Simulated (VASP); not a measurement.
# Au (Pm-3m) in VASP: notebook, part 2 of 2

VASP 6.6.1. The steps go on from the part before.

**3. Single point, LDA**

This run uses another cell than the first one, of 21.05 Å³/atom, 1.041 times its volume.

Input file INCAR:

```
  PREC = Accurate
  ENCUT = 520
  EDIFF = 1E-6
  ISMEAR = 0
  SIGMA = 0.1
  LREAL = F
  LASPH = T
  NELM = 80
  ALGO = Fast
  ISIF = 2
  LWAVE = F
  LCHARG = F
  GGA = CA
  NBANDS = 24
```

Input file KPOINTS:

```
regular mesh
0
Gamma
  12 12 12
```

Input file POSCAR:

```
Au
1.0
    3.9819548375      0.0000000000      0.0000000000
    0.0000000000      3.9819548375      0.0000000000
    0.0000000000      0.0000000000      3.9819548375
Au
3
Direct
    0.5000000000      0.0000000000      0.0000000000
    0.0000000000      0.5000000000      0.0000000000
    0.0000000000      0.0000000000      0.5000000000
```

Potentials or basis: VASP PAW LDA potentials, release 64 (Au).

Launch:

```bash
$ cat potpaw_LDA.64/Au/POTCAR > POTCAR
$ mpirun -np 1 vasp_std > vasp.out
```

OUTCAR:

```text
PREC = Accurate
   ENCUT = 520
   EDIFF = 1E-6
   ISMEAR = 0
   LREAL = F
   LASPH = T
   NELM = 80
   ISIF = 2
   GGA = CA

 ion  position               nearest neighbor table
   1  0.500  0.000  0.000-   2 2.82   3 2.82   3 2.82   2 2.82   2 2.82   3 2.82   3 2.82   2 2.82

   2  0.000  0.500  0.000-   1 2.82   3 2.82   3 2.82   1 2.82   3 2.82   3 2.82   1 2.82   1 2.82

   3  0.000  0.000  0.500-   1 2.82   2 2.82   1 2.82   2 2.82   2 2.82   2 2.82   1 2.82   1 2.82

  LATTYP: Found a simple cubic cell.
 ALAT       =     3.9819548375

  Lattice vectors:

 A1 = (   3.9819548375,   0.0000000000,   0.0000000000)
 A2 = (   0.0000000000,   3.9819548375,   0.0000000000)
 A3 = (   0.0000000000,   0.0000000000,   3.9819548375)

Analysis of symmetry for initial positions (statically):
=====================================================================
 Subroutine PRICEL returns:
 Original cell was already a primitive cell.

 Routine SETGRP: Setting up the symmetry group for a
 simple cubic supercell.

 Subroutine GETGRP returns: Found 48 space group operations
 (whereof 48 operations were pure point group operations)
 out of a pool of 48 trial point group operations.

The static configuration has the point symmetry O_h .

Analysis of symmetry for dynamics (positions and initial velocities):
=====================================================================
 Subroutine PRICEL returns:
 Original cell was already a primitive cell.

 Routine SETGRP: Setting up the symmetry group for a
 simple cubic supercell.

 Subroutine GETGRP returns: Found 48 space group operations
 (whereof 48 operations were pure point group operations)
 out of a pool of 48 trial point group operations.

The dynamic configuration has the point symmetry O_h .

 Subroutine INISYM returns: Found 48 space group operations
 (whereof 48 operations are pure point group operations),
 and found     1 'primitive' translations

----------------------------------------------------------------------------------------

                                     Primitive cell

  volume of cell :      63.1377

  direct lattice vectors                    reciprocal lattice vectors
     3.981954838  0.000000000  0.000000000     0.251132934  0.000000000  0.000000000
     0.000000000  3.981954838  0.000000000     0.000000000  0.251132934  0.000000000
     0.000000000  0.000000000  3.981954838     0.000000000  0.000000000  0.251132934

  length of vectors
     3.981954838  3.981954838  3.981954838     0.251132934  0.251132934  0.251132934

  position of ions in fractional coordinates (direct lattice)
     0.500000000  0.000000000  0.000000000
     0.000000000  0.500000000  0.000000000
     0.000000000  0.000000000  0.500000000

  ion indices of the primitive-cell ions
   primitive index   ion index
                 1           1
                 2           2
                 3           3

----------------------------------------------------------------------------------------

 KPOINTS: regular mesh

Automatic generation of k-mesh.
 Grid dimensions read from file:
 generate k-points for:   12   12   12

 Generating k-lattice:

  Cartesian coordinates                     Fractional coordinates (reciprocal lattice)
     0.020927744  0.000000000  0.000000000     0.083333333  0.000000000  0.000000000
     0.000000000  0.020927744  0.000000000     0.000000000  0.083333333  0.000000000
     0.000000000  0.000000000  0.020927744     0.000000000  0.000000000  0.083333333

  Length of vectors
     0.020927744  0.020927744  0.020927744

  Shift w.r.t. Gamma in fractional coordinates (k-lattice)
     0.000000000  0.000000000  0.000000000

 Subroutine IBZKPT returns following result:
 ===========================================

 Found     84 irreducible k-points:

 Following reciprocal coordinates:
            Coordinates               Weight
  0.000000  0.000000  0.000000      1.000000
  0.083333  0.000000  0.000000      6.000000
  0.166667  0.000000  0.000000      6.000000
  0.250000  0.000000  0.000000      6.000000
  0.333333  0.000000  0.000000      6.000000
  0.416667  0.000000  0.000000      6.000000
[... 16 lines left out ...]
  0.333333  0.333333  0.000000     12.000000
  0.416667  0.333333  0.000000     24.000000
 [... further k-points ...]
   k-points           NKPTS =     84   k-points in BZ     NKDIM =     84   number of bands    NBANDS=     24
   number of dos      NEDOS =    301   number of ions     NIONS =      3
   total plane-waves  NPLWV =  27000
   dimension x,y,z NGX =    30 NGY =   30 NGZ =   30
   dimension x,y,z NGXF=    60 NGYF=   60 NGZF=   60
   ions per type =               3
   NGX,Y,Z   is equivalent  to a cutoff of  12.52, 12.52, 12.52 a.u.
   NGXF,Y,Z  is equivalent  to a cutoff of  25.05, 25.05, 25.05 a.u.
 SYSTEM =  unknown system
   PREC   = accura    normal or accurate (medium, high low for compatibility)
   ISTART =      0    job   : 0-new  1-cont  2-samecut
   ICHARG =      2    charge: 1-file 2-atom 10-const
   ISPIN  =      1    spin polarized calculation?
   LNONCOLLINEAR =      F non collinear calculations
   LSORBIT =      F    spin-orbit coupling
   LASPH  =      T    aspherical Exc in radial PAW
   ENCUT  =  520.0 eV  38.22 Ry    6.18 a.u.   7.40  7.40  7.40*2*pi/ulx,y,z
   NELM   =     80;   NELMIN=  2; NELMDL= -5     # of ELM steps
   EDIFF  = 0.1E-05   stopping-criterion for ELM
   LREAL  =      F    real-space projection
   EDIFFG = 0.1E-04   stopping-criterion for IOM
   NSW    =      0    number of steps for IOM
   IBRION =     -1    ionic relax: 0-MD 1-quasi-New 2-CG
   NFREE  =      0    steps in history (QN), initial steepest desc. (CG)
   ISIF   =      2    stress and relaxation
   ISYM   =      2    0-nonsym 1-usesym 2-fastsym
   POTIM  = 0.5000    time-step for ionic-motion
   TEBEG  =    0.0;   TEEND  =   0.0 temperature during run
   PSTRESS=    0.0 pullay stress
   NELECT =      33.0000    total number of electrons
   NUPDOWN=      -1.0000    fix difference up-down
   EMIN   =  10.00;   EMAX   =-10.00  energy-range for DOS
   EFERMI =   0.00;   METHOD = LEGACY
   ISMEAR =     0;   SIGMA  =   0.10  broadening in eV -4-tet -1-fermi 0-gaus
   EFERMI_NEDOS =   21; number of points for ismear=-14 and -15
   IALGO  =     68    algorithm
   IMIX   =      4    mixing-type and parameters
     AMIX     =   0.40;   BMIX     =  1.00
     AMIX_MAG =   1.60;   BMIX_MAG =  1.00
  volume/ion in A,a.u.               =      21.05       142.02
  Fermi-wavevector in a.u.,A,eV,Ry     =   1.318712  2.492004 23.660534  1.739000
  Thomas-Fermi vector in A             =   2.448662
   LORBIT       =      0    0 simple, 1 ext, 2 COOP (PROOUT), +10 PAW based schemes
   GGA     = CA    functional components
   LHFCALC =     F    Hartree Fock is set to
   AEXX    =    0.0000 exact exchange contribution
   IVDW    =     0    specifies the selected vdW correction
   LEPSILON=     F    determine dielectric tensor
   LRPA    =     F    only Hartree local field effects (RPA)
 non-spin polarized calculation
 RMM-DIIS sequential band-by-band and
 Gauss-broadening in eV      SIGMA  =   0.10
  energy-cutoff  :      520.00
  volume of cell :       63.14
 maximum number of plane-waves:      1743
 NGX is ok and might be reduce to    30
   NGX = 15   NGY = 15   NGZ = 15

 number of electron      33.0000008 magnetization

 Free energy of the ion-electron system (eV)
  ---------------------------------------------------
  ext. energy  EPLUGINS =         0.00000000
  ---------------------------------------------------
  free energy    TOTEN  =       -12.72693250 eV

  energy without entropy =      -12.72363341  energy(sigma->0) =      -12.72528295

 E-fermi :   6.0698     XC(G=0): -11.5706

 val. band max:        6.0143035146   @ k =   0.2500   0.0833   0.0000
 cond. band min:       6.1131645976   @ k =   0.3333   0.2500   0.0833
 fundamental gap:      0.0988610830
 Fermi energy:         6.0697966886

 k-point     1 :       0.0000    0.0000    0.0000
  band No.  band energies     occupation
      1      -2.4948      2.00000
      2       0.0033      2.00000
      3       0.2924      2.00000
      4       0.2924      2.00000
      5       0.2924      2.00000
      6       0.8230      2.00000
[... 637 lines left out ...]
     23      16.6517      0.00000
     24      17.9851      0.00000

 [... further k-points ...]

------------------------ aborting loop because EDIFF is reached ----------------------------------------

  FORCE on cell =-STRESS in cart. coord.  units (eV):
  Direction    XX          YY          ZZ          XY          YZ          ZX
  --------------------------------------------------------------------------------------
  -------------------------------------------------------------------------------------
  Total       -3.8615850     -3.8615850     -3.8615850      0.0000000      0.0000000     -0.0000000
  in kB      -97.9912271    -97.9912271    -97.9912271      0.0000000      0.0000000     -0.0000000
  external PRESSURE =     -97.9912271 kB  Pullay stress =       0.0000000 kB

 VOLUME and BASIS-vectors are now :
 -----------------------------------------------------------------------------
  energy-cutoff  :      520.00
  volume of cell :       63.14
      direct lattice vectors                 reciprocal lattice vectors
     3.981954838  0.000000000  0.000000000     0.251132934  0.000000000  0.000000000
     0.000000000  3.981954838  0.000000000     0.000000000  0.251132934  0.000000000
     0.000000000  0.000000000  3.981954838     0.000000000  0.000000000  0.251132934

 POSITION                                       TOTAL-FORCE (eV/Angst)
 -----------------------------------------------------------------------------------
      1.99098      0.00000      0.00000         0.000000      0.000000      0.000000
      0.00000      1.99098      0.00000         0.000000      0.000000      0.000000
      0.00000      0.00000      1.99098         0.000000      0.000000      0.000000
 -----------------------------------------------------------------------------------
    total drift:                                0.000000      0.000000      0.000000

  FREE ENERGIE OF THE ION-ELECTRON SYSTEM (eV)
  ---------------------------------------------------
  free  energy   TOTEN  =       -12.7269324954 eV

  energy  without entropy=      -12.7236334121  energy(sigma->0) =      -12.72528295
```

OSZICAR:

```text
N       E                     dE             d eps       ncg     rms          rms(c)
DAV:   1     0.190760042871E+03    0.19076E+03   -0.16386E+04  4032   0.128E+03
DAV:   2    -0.100357245737E+02   -0.20080E+03   -0.18697E+03  4408   0.283E+02
DAV:   3    -0.137253740996E+02   -0.36896E+01   -0.36541E+01  4896   0.389E+01
DAV:   4    -0.137509341922E+02   -0.25560E-01   -0.25558E-01  4656   0.328E+00
DAV:   5    -0.137512765665E+02   -0.34237E-03   -0.34237E-03  5152   0.424E-01    0.127E+01
RMM:   6    -0.127774398626E+02    0.97384E+00   -0.22129E+00  4035   0.964E+00    0.825E+00
RMM:   7    -0.127362662345E+02    0.41174E-01   -0.17800E-01  4157   0.264E+00    0.443E+00
RMM:   8    -0.127273145163E+02    0.89517E-02   -0.19922E-02  4246   0.106E+00    0.657E-01
RMM:   9    -0.127269105523E+02    0.40396E-03   -0.32407E-03  4356   0.375E-01    0.142E-01
RMM:  10    -0.127269553398E+02   -0.44787E-04   -0.42914E-04  4398   0.115E-01    0.133E-01
RMM:  11    -0.127269311728E+02    0.24167E-04   -0.95392E-05  4392   0.681E-02    0.913E-03
RMM:  12    -0.127269323388E+02   -0.11659E-05   -0.10863E-05  4018   0.195E-02    0.128E-02
RMM:  13    -0.127269324954E+02   -0.15663E-06   -0.15441E-06  2981   0.720E-03
   1 F= -.12726932E+02 E0= -.12725283E+02  d E =-.329908E-02
```

stdout:

```text
POSCAR found type information on POSCAR Au
 POSCAR found :  1 types and       3 ions
 scaLAPACK will be used
 LDA part: xc-table for (Slater(with rela. corr.)+CA(PZ))
 , standard interpolation
 POSCAR, INCAR and KPOINTS ok, starting setup
 FFT: planning ... GRIDC
 FFT: planning ... GRID_SOFT
 FFT: planning ... GRID
 WAVECAR not read
 entering main loop
```

It took 1.8 min on 1 thread of Intel Xeon Platinum 8259CL at 2.50GHz (Skylake/Cascade Lake), shared host; peak memory 0.21 GiB.

What came out:

```
Free energy : -12.7269 eV
Pressure    : -9.8 GPa
```

Caveat: spin-orbit coupling is left out, which moves the levels of the heavy elements.

**4. Single point, PBE (volume scaled by 1.03)**

Input file INCAR:

```
SYSTEM = Au
  PREC = Accurate
  ENCUT = 520
  EDIFF = 1E-6
  ISMEAR = 0
  SIGMA = 0.1
  LREAL = .FALSE.
  LASPH = .TRUE.
  NELM = 60
  ALGO = Fast
  ISIF = 2
  LWAVE = .FALSE.
  LCHARG = .TRUE.
  GGA = PE
  LELF = .TRUE.
  LVHAR = .TRUE.
  NBANDS = 24
```

Input file KPOINTS:

```
regular mesh
0
G
  12 12 12
  0 0 0
```

Input file POSCAR:

```
Au
1.0
    4.0213826971      0.0000000000      0.0000000000
    0.0000000000      4.0213826971      0.0000000000
    0.0000000000      0.0000000000      4.0213826971
Au
3
Direct
    0.5000000000      0.0000000000      0.0000000000
    0.0000000000      0.5000000000      0.0000000000
    0.0000000000      0.0000000000      0.5000000000
```

Potentials or basis: VASP PAW PBE potentials, release 64 (Au).

Launch:

```bash
$ cat potpaw_PBE.64/Au/POTCAR > POTCAR
$ mpirun -np 1 vasp_std > vasp.out
```

Run time: 1.9 min. Hardware: 1 thread of Intel Xeon Platinum 8259CL at 2.50GHz (Skylake/Cascade Lake), shared host; peak memory 0.23 GiB.

Results (log left out):

```
Free energy : -9.4054 eV
Pressure    : -3.2 GPa
```

Levels at points of the mesh, in eV from the Fermi level:
```csv
k point,band 14,band 15,band 16,band 17,band 18,band 19
"(0.00, 0.00, 0.00)",-0.96,-0.96,-0.96,3.07,3.07,3.07
"(0.50, 0.00, 0.00)",-2.65,-2.53,-1.95,-0.96,6.35,6.49
"(0.50, 0.50, 0.00)",-2.61,-2.25,-2.01,0.92,0.92,1.42
"(0.50, 0.50, 0.50)",-1.26,-1.26,-0.36,1.58,1.58,1.58
```

Caveat: the cell differs from its parent crystal (volume scaled by 1.03); spin-orbit coupling is left out, which moves the levels of the heavy elements.

**5. Overview**

```csv
task,level,potentials or basis,cell,k mesh,cutoff (eV),gap on the mesh (eV),pressure (GPa)
relaxation of cell and atoms,PBE,"VASP PAW PBE potentials, release 64 (Au)","relaxed from a = 3.928 Å, 3 atoms",4 × 4 × 4,600,none,0.0
single point,LDA,"VASP PAW LDA potentials, release 64 (Au)","a = 3.982 Å, 3 atoms",12 × 12 × 12,520,none,-9.8
single point,PBE,"VASP PAW PBE potentials, release 64 (Au)","a = 4.021 Å, 3 atoms",12 × 12 × 12,520,none,-3.2
```

Alike in all rows: no spin polarisation; smearing gaussian 0.1 eV.

Caveats: some runs use coarse meshes; spin-orbit coupling is left out, which moves the levels of the heavy elements.

Absolute energies hang on the potentials; compare differences alone.
